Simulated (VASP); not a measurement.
# Nb2Br3 (P-3m1) in VASP: further runs, part 2 of 2

VASP 6.6.1. Earlier steps stand in the parts before.

**3. Single point, PBE**

This run uses another cell than the first one, of 27.32 Å³/atom.

Input file INCAR:

```
ALGO = Normal
EDIFF = 1E-6
ENCUT = 520
GGA = PE
ISIF = 2
ISMEAR = 0
LASPH = T
LCHARG = F
LREAL = F
LWAVE = F
NBANDS = 32
NELM = 100
PREC = Accurate
SIGMA = 0.1
```

Input file KPOINTS:

```
k-points
0
Gamma
  12 12 4
```

Input file POSCAR:

```
Nb2Br3
1.0
    4.1658476691      0.0000000000      0.0000000000
   -2.0829238346      3.6077299097      0.0000000000
    0.0000000000      0.0000000000      9.0885537653
Nb Br
2 3
Direct
    0.3333333333      0.6666666667      0.1018756627
    0.6666666667      0.3333333333      0.8981243373
    0.0000000000      0.0000000000      0.0000000000
    0.3333333333      0.6666666667      0.7066757180
    0.6666666667      0.3333333333      0.2933242820
```

Potentials or basis: VASP PAW PBE potentials, release 64 (Nb_sv, Br).

The run is started by

```sh
> cat potpaw_PBE.64/Nb_sv/POTCAR potpaw_PBE.64/Br/POTCAR > POTCAR
> mpirun -np 1 vasp_std > vasp.out
```

OUTCAR:

```text
EDIFF = 1E-6
   ENCUT = 520
   GGA = PE
   ISIF = 2
   ISMEAR = 0
   LASPH = T
   LREAL = F
   NELM = 100
   PREC = Accurate

 ion  position               nearest neighbor table
   1  0.333  0.667  0.102-   3 2.58   3 2.58   3 2.58   2 3.04   2 3.04   2 3.04
   2  0.667  0.333  0.898-   3 2.58   3 2.58   3 2.58   1 3.04   1 3.04   1 3.04
   3  0.000  0.000  0.000-   1 2.58   2 2.58   1 2.58   2 2.58   2 2.58   1 2.58
   4  0.333  0.667  0.707-
   5  0.667  0.333  0.293-

  LATTYP: Found a hexagonal cell.
 ALAT       =     4.1658476691
 C/A-ratio  =     2.1816817338

  Lattice vectors:

 A1 = (   4.1658476691,   0.0000000000,   0.0000000000)
 A2 = (  -2.0829238346,   3.6077299097,   0.0000000000)
 A3 = (   0.0000000000,   0.0000000000,   9.0885537653)

Analysis of symmetry for initial positions (statically):
=====================================================================
 Subroutine PRICEL returns:
 Original cell was already a primitive cell.

 Routine SETGRP: Setting up the symmetry group for a
 hexagonal supercell.

 Subroutine GETGRP returns: Found 12 space group operations
 (whereof 12 operations were pure point group operations)
 out of a pool of 24 trial point group operations.

The static configuration has the point symmetry D_3d.

Analysis of symmetry for dynamics (positions and initial velocities):
=====================================================================
 Subroutine PRICEL returns:
 Original cell was already a primitive cell.

 Routine SETGRP: Setting up the symmetry group for a
 hexagonal supercell.

 Subroutine GETGRP returns: Found 12 space group operations
[... 123 lines left out ...]
   EFERMI =   0.00;   METHOD = LEGACY
   ISMEAR =     0;   SIGMA  =   0.10  broadening in eV -4-tet -1-fermi 0-gaus
   EFERMI_NEDOS =   21; number of points for ismear=-14 and -15
   IALGO  =     38    algorithm
   IMIX   =      4    mixing-type and parameters
     AMIX     =   0.40;   BMIX     =  1.00
     AMIX_MAG =   1.60;   BMIX_MAG =  1.00
  volume/ion in A,a.u.               =      27.32       184.36
  Fermi-wavevector in a.u.,A,eV,Ry     =   1.147176  2.167848 17.905441  1.316013
  Thomas-Fermi vector in A             =   2.283857
   LORBIT       =      0    0 simple, 1 ext, 2 COOP (PROOUT), +10 PAW based schemes
   GGA     = PE    functional components
   LHFCALC =     F    Hartree Fock is set to
   AEXX    =    0.0000 exact exchange contribution
   IVDW    =     0    specifies the selected vdW correction
   LEPSILON=     F    determine dielectric tensor
   LRPA    =     F    only Hartree local field effects (RPA)
 non-spin polarized calculation
 Gauss-broadening in eV      SIGMA  =   0.10
  energy-cutoff  :      520.00
  volume of cell :      136.59
 maximum number of plane-waves:      3723
 NGX is ok and might be reduce to    32
   NGX = 15   NGY = 15   NGZ = 33

 number of electron      47.0000003 magnetization

 Free energy of the ion-electron system (eV)
  ---------------------------------------------------
  ext. energy  EPLUGINS =         0.00000000
  ---------------------------------------------------
  free energy    TOTEN  =       -25.14333924 eV

  energy without entropy =      -25.12356266  energy(sigma->0) =      -25.13345095

 E-fermi :   5.1398     XC(G=0):  -8.9997

 val. band max:        5.1112304733   @ k =   0.1667   0.0833   0.0000
 cond. band min:       5.1612643202   @ k =   0.4167   0.0000   0.5000
 fundamental gap:      0.0500338469
 Fermi energy:         5.1398105761

 k-point     1 :       0.0000    0.0000    0.0000
  band No.  band energies     occupation
      1     -50.4816      2.00000
      2     -50.3977      2.00000
      3     -26.6868      2.00000
      4     -26.6776      2.00000
      5     -26.6776      2.00000
      6     -26.4945      2.00000
[... 829 lines left out ...]
     31       8.3938      0.00000
     32       9.0644      0.00000

 [... further k-points ...]

------------------------ aborting loop because EDIFF is reached ----------------------------------------

  FORCE on cell =-STRESS in cart. coord.  units (eV):
  Direction    XX          YY          ZZ          XY          YZ          ZX
  --------------------------------------------------------------------------------------
  -------------------------------------------------------------------------------------
  Total       -0.0862669     -0.0862669     -0.0330512      0.0000000     -0.0000000     -0.0000000
  in kB       -1.0118646     -1.0118646     -0.3876729      0.0000000     -0.0000000     -0.0000000
  external PRESSURE =      -0.8038007 kB  Pullay stress =       0.0000000 kB

 VOLUME and BASIS-vectors are now :
 -----------------------------------------------------------------------------
  energy-cutoff  :      520.00
  volume of cell :      136.59
      direct lattice vectors                 reciprocal lattice vectors
     4.165847669  0.000000000  0.000000000     0.240047184  0.138591306  0.000000000
    -2.082923835  3.607729910  0.000000000     0.000000000  0.277182612  0.000000000
     0.000000000  0.000000000  9.088553765     0.000000000  0.000000000  0.110028507

 POSITION                                       TOTAL-FORCE (eV/Angst)
 -----------------------------------------------------------------------------------
     -0.00000      2.40515      0.92590         0.000000      0.000000     -0.007837
      2.08292      1.20258      8.16265        -0.000000     -0.000000      0.007837
      0.00000      0.00000      0.00000         0.000000      0.000000      0.000000
     -0.00000      2.40515      6.42266        -0.000000      0.000000      0.002892
      2.08292      1.20258      2.66589         0.000000      0.000000     -0.002892
 -----------------------------------------------------------------------------------
    total drift:                               -0.000000      0.000000      0.000000

  FREE ENERGIE OF THE ION-ELECTRON SYSTEM (eV)
  ---------------------------------------------------
  free  energy   TOTEN  =       -25.1433392411 eV

  energy  without entropy=      -25.1235626635  energy(sigma->0) =      -25.13345095
```

OSZICAR:

```text
N       E                     dE             d eps       ncg     rms          rms(c)
DAV:   1     0.461554524775E+03    0.46155E+03   -0.23200E+04  4536   0.134E+03
DAV:   2     0.169477945580E+02   -0.44461E+03   -0.42583E+03  5880   0.458E+02
DAV:   3    -0.225560404935E+02   -0.39504E+02   -0.38222E+02  6784   0.111E+02
DAV:   4    -0.258618852644E+02   -0.33058E+01   -0.32548E+01  7600   0.325E+01
DAV:   5    -0.259804522465E+02   -0.11857E+00   -0.11834E+00  7000   0.406E+00    0.992E+00
DAV:   6    -0.251928412449E+02    0.78761E+00   -0.21487E+00  6664   0.919E+00    0.424E+00
DAV:   7    -0.251391859825E+02    0.53655E-01   -0.33945E-01  6608   0.301E+00    0.164E+00
DAV:   8    -0.251426152250E+02   -0.34292E-02   -0.52807E-02  7048   0.135E+00    0.360E-01
DAV:   9    -0.251430842935E+02   -0.46907E-03   -0.60615E-03  6600   0.532E-01    0.153E-01
DAV:  10    -0.251433161674E+02   -0.23187E-03   -0.84880E-04  7000   0.207E-01    0.473E-02
DAV:  11    -0.251433177366E+02   -0.15692E-05   -0.60669E-05  6248   0.619E-02    0.225E-02
DAV:  12    -0.251433376272E+02   -0.19891E-04   -0.37080E-05  6152   0.444E-02    0.635E-03
DAV:  13    -0.251433387218E+02   -0.10947E-05   -0.28833E-06  5144   0.147E-02    0.355E-03
DAV:  14    -0.251433392411E+02   -0.51927E-06   -0.11241E-06  4488   0.744E-03
   1 F= -.25143339E+02 E0= -.25133451E+02  d E =-.197766E-01
```

stdout:

```text
POSCAR found type information on POSCAR NbBr
 POSCAR found :  2 types and       5 ions
 scaLAPACK will be used
 LDA part: xc-table for (Slater+PW92), standard interpolation
 POSCAR, INCAR and KPOINTS ok, starting setup
 FFT: planning ... GRIDC
 FFT: planning ... GRID_SOFT
 FFT: planning ... GRID
 WAVECAR not read
 entering main loop
```

Wall time 5.1 min (1 thread of Intel Xeon Platinum 8488C (Sapphire Rapids), shared host); peak memory 0.41 GiB.

Results:

* Free energy: -25.1433 eV
* Pressure: -0.1 GPa
* Largest force: 0.008 eV/Å
* Band gap on the k mesh: zero (an odd number of electrons rules out a gap without spin polarisation)

Forces on the atoms (eV/Å):
```
Nb   0.000  0.000 -0.008
Nb   0.000  0.000  0.008
Br   0.000  0.000  0.000
Br   0.000  0.000  0.003
Br   0.000  0.000 -0.003
```

Caveat: this functional lacks dispersion, which binds layers or chains, so the pressure and a relaxed spacing across them are unreliable; an odd number of electrons without spin polarisation forces a metal; a magnetic or distorted state may lie lower.

The gap in the log of VASP goes by the Fermi energy; the results here count the filled bands.